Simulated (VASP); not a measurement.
# AlN (P1) in VASP: notebook, part 2 of 2

VASP 6.6.1.

### Step 4. Single point, PBE (mode 4 frozen in at -0.205 Å and mode 10 at +0.030 Å (largest displacements))

File INCAR:

```
ALGO = Normal ; EDIFF = 1E-6
ENCUT = 520 ; GGA = PE
ISIF = 2 ; ISMEAR = 0
LASPH = T ; LCHARG = T
LELF = T ; LREAL = F
LVHAR = T ; LWAVE = F
NBANDS = 16 ; NELM = 80
PREC = Accurate ; SIGMA = 0.05
```

File KPOINTS:

```
k-points
0
Gamma
  6 6 6
```

File POSCAR:

```
AlN
1.0
    0.0000000000     -2.2015682416     -2.2015682416
   -2.2015682416      0.0000000000     -2.2015682416
    2.2015682416      2.2015682416     -4.4031364832
Al N
2 2
Direct
   -0.0144796496      0.0742139763      0.0017685100
    0.5180166697      0.4293230438      0.5017685100
    0.3570341673      0.4365081276      0.8715933375
    0.8861525077      0.8066785474      0.3715933375
```

Command:

```console
$ cat potpaw_PBE.64/Al/POTCAR potpaw_PBE.64/N/POTCAR > POTCAR
$ mpirun -np 1 vasp_std > vasp.out
```

Wall time 74 s (1 thread of Intel Xeon Platinum 8259CL at 2.50GHz (Skylake/Cascade Lake), shared host); peak memory 0.19 GiB.

It converged, with:

```
Free energy            : -29.3781 eV
Pressure               : -1.4 GPa
Largest force          : 1.399 eV/Å
Band gap on the k mesh : 3.11 eV, indirect (least direct gap 3.59 eV)
```

Forces in eV/Å, atoms in the order of the input:
```
Al   0.921  0.052  1.051
Al  -0.569  0.333 -0.158
N    0.215 -0.295 -0.187
N   -0.568 -0.090 -0.707
```

Stress tensor (GPa, compression positive):
```
-4.26  2.99 -0.25
 2.99  2.00 -0.18
-0.25 -0.18 -2.08
```

Levels at points of the mesh, in eV from the valence-band top:
```tsv
k point	band 6	band 7	band 8	band 9	band 10	band 11
(0.00, 0.00, 0.00)	-0.27	-0.10	0.00	3.59	6.76	9.18
(0.50, 0.00, 0.00)	-2.45	-1.31	-1.27	5.48	5.51	8.71
(0.00, 0.50, 0.00)	-1.90	-1.40	-1.31	5.28	5.58	8.61
(0.50, 0.50, 0.50)	-2.09	-1.25	-1.21	5.37	5.52	8.51
(0.50, 0.50, 0.00)	-1.82	-0.67	-0.62	3.18	6.73	8.03
(0.00, 0.50, 0.50)	-1.91	-0.79	-0.67	3.22	6.89	7.89
(0.50, 0.00, 0.50)	-1.88	-0.82	-0.52	3.11	6.57	8.25
(0.00, 0.00, 0.50)	-0.56	-0.24	-0.16	5.79	5.84	10.21
```

Caveat: the cell differs from its parent crystal (mode 4 frozen in at -0.205 Å and mode 10 at +0.030 Å (largest displacements)); forces of over 1 eV/Å act on the atoms, so gaps and moduli don't describe the material at rest. A k mesh can miss the band edges.

### Step 5. Single point, PBE (mode 4 frozen in at -0.205 Å and mode 10 at -0.030 Å (largest displacements))

File INCAR:

```
  ALGO = Normal
  EDIFF = 1E-6
  ENCUT = 520
  GGA = PE
  ISIF = 2
  ISMEAR = 0
  LASPH = T
  LCHARG = T
  LELF = T
  LREAL = F
  LVHAR = T
  LWAVE = F
  NBANDS = 16
  NELM = 80
  PREC = Accurate
  SIGMA = 0.05
```

KPOINTS is that of step 4.

File POSCAR:

```
AlN
1.0
    0.0000000000     -2.2015682416     -2.2015682416
   -2.2015682416      0.0000000000     -2.2015682416
    2.2015682416      2.2015682416     -4.4031364832
Al N
2 2
Direct
   -0.0180166697      0.0706769562     -0.0017685100
    0.5144796496      0.4257860237      0.4982314900
    0.3638474923      0.4433214526      0.8784066625
    0.8929658327      0.8134918724      0.3784066625
```

Potentials or basis: VASP PAW PBE potentials, release 64 (Al, N).

Command:

```console
$ cat potpaw_PBE.64/Al/POTCAR potpaw_PBE.64/N/POTCAR > POTCAR
$ mpirun -np 1 vasp_std > vasp.out
```

OUTCAR:

```text
EDIFF = 1E-6
   ENCUT = 520
   GGA = PE
   ISIF = 2
   ISMEAR = 0
   LASPH = T
   LREAL = F
   NELM = 80
   PREC = Accurate

 ion  position               nearest neighbor table
   1  0.982  0.071  0.998-   3 1.88   3 1.90   3 1.92   4 1.97   2 2.91   2 2.96   2 3.09   2 3.19
                             2 3.31   2 3.36
   2  0.514  0.426  0.498-   4 1.86   4 1.89   4 1.95   3 1.98   1 2.91   1 2.96   1 3.09   1 3.19
                             1 3.31   1 3.36
   3  0.364  0.443  0.878-   1 1.88   1 1.90   1 1.92   2 1.98
   4  0.893  0.813  0.378-   2 1.86   2 1.89   2 1.95   1 1.97

  LATTYP: Found a trigonal (rhomboedric) cell.
 ALAT       =     5.3927188258
 COS(alpha) =     0.8333333333

  Lattice vectors:

 A1 = (   2.2015682416,   4.4031364832,  -2.2015682416)
 A2 = (   4.4031364832,   2.2015682416,  -2.2015682416)
 A3 = (   2.2015682416,   2.2015682416,  -4.4031364832)

Analysis of symmetry for initial positions (statically):
=====================================================================
 Subroutine PRICEL returns:
 Original cell was already a primitive cell.

 Routine SETGRP: Setting up the symmetry group for a
[... 168 lines left out ...]
  free energy    TOTEN  =       -29.35262587 eV

  energy without entropy =      -29.35262587  energy(sigma->0) =      -29.35262587

 E-fermi :   6.3399     XC(G=0): -10.8491

 val. band max:        6.0947788053   @ k =   0.0000   0.0000   0.0000
 cond. band min:       9.0945763434   @ k =   0.5000   0.0000   0.5000
 fundamental gap:      2.9997975381
 Fermi energy:         6.3399059636

 k-point     1 :       0.0000    0.0000    0.0000
  band No.  band energies     occupation
      1      -9.0661      2.00000
      2      -7.0718      2.00000
      3       0.0753      2.00000
      4       5.1817      2.00000
      5       5.3295      2.00000
      6       5.6340      2.00000
[... 433 lines left out ...]
      3       1.0468      2.00000
      4       1.5910      2.00000
      5       2.9246      2.00000
      6       3.4948      2.00000
[... 8 lines left out ...]
     15      18.2406      0.00000
     16      19.8392      0.00000

 [... further k-points ...]
[... 5 lines left out ...]
  --------------------------------------------------------------------------------------
  -------------------------------------------------------------------------------------
  Total       -1.0107268      0.6659876     -0.4123147     -0.5519312     -0.1943115     -0.2219994
  in kB      -37.9391774     24.9988630    -15.4768654    -20.7175842     -7.2937778     -8.3330892
  external PRESSURE =      -9.4723933 kB  Pullay stress =       0.0000000 kB

 VOLUME and BASIS-vectors are now :
 -----------------------------------------------------------------------------
  energy-cutoff  :      520.00
  volume of cell :       42.68
      direct lattice vectors                 reciprocal lattice vectors
     0.000000000 -2.201568242 -2.201568242     0.113555417 -0.340666251 -0.113555417
    -2.201568242  0.000000000 -2.201568242    -0.340666251  0.113555417 -0.113555417
     2.201568242  2.201568242 -4.403136483     0.113555417  0.113555417 -0.113555417

 POSITION                                       TOTAL-FORCE (eV/Angst)
 -----------------------------------------------------------------------------------
      2.04207      0.03577     -6.71285         0.888270     -0.130694     -0.090248
      0.15949     -0.03577     -4.26384        -0.700875      0.350187     -1.361609
      0.95787      1.13284     -5.64478         0.278642     -0.185816      1.071457
     -0.95787     -1.13284     -5.42306        -0.466036     -0.033677      0.380399
 -----------------------------------------------------------------------------------
    total drift:                               -0.000357     -0.000200      0.000403

  FREE ENERGIE OF THE ION-ELECTRON SYSTEM (eV)
  ---------------------------------------------------
  free  energy   TOTEN  =       -29.3526258679 eV

  energy  without entropy=      -29.3526258679  energy(sigma->0) =      -29.35262587
```

stdout:

```text
POSCAR found type information on POSCAR AlN
 POSCAR found :  2 types and       4 ions
 scaLAPACK will be used
 LDA part: xc-table for (Slater+PW92), standard interpolation
 POSCAR, INCAR and KPOINTS ok, starting setup
 FFT: planning ... GRIDC
 FFT: planning ... GRID_SOFT
 FFT: planning ... GRID
 WAVECAR not read
 entering main loop
```

It took 71 s on 1 thread of Intel Xeon Platinum 8259CL at 2.50GHz (Skylake/Cascade Lake), shared host; peak memory 0.19 GiB.

Results:

```
Free energy            : -29.3526 eV
Pressure               : -0.9 GPa
Largest force          : 1.571 eV/Å
Band gap on the k mesh : 3.00 eV, indirect (least direct gap 3.48 eV)
```

Forces in eV/Å, atoms in the order of the input:
```
Al   0.888 -0.131 -0.090
Al  -0.701  0.350 -1.362
N    0.279 -0.186  1.071
N   -0.466 -0.034  0.380
```

Caveat: the cell differs from its parent crystal (mode 4 frozen in at -0.205 Å and mode 10 at -0.030 Å (largest displacements)); forces of over 1 eV/Å act on the atoms, so gaps and moduli don't describe the material at rest.
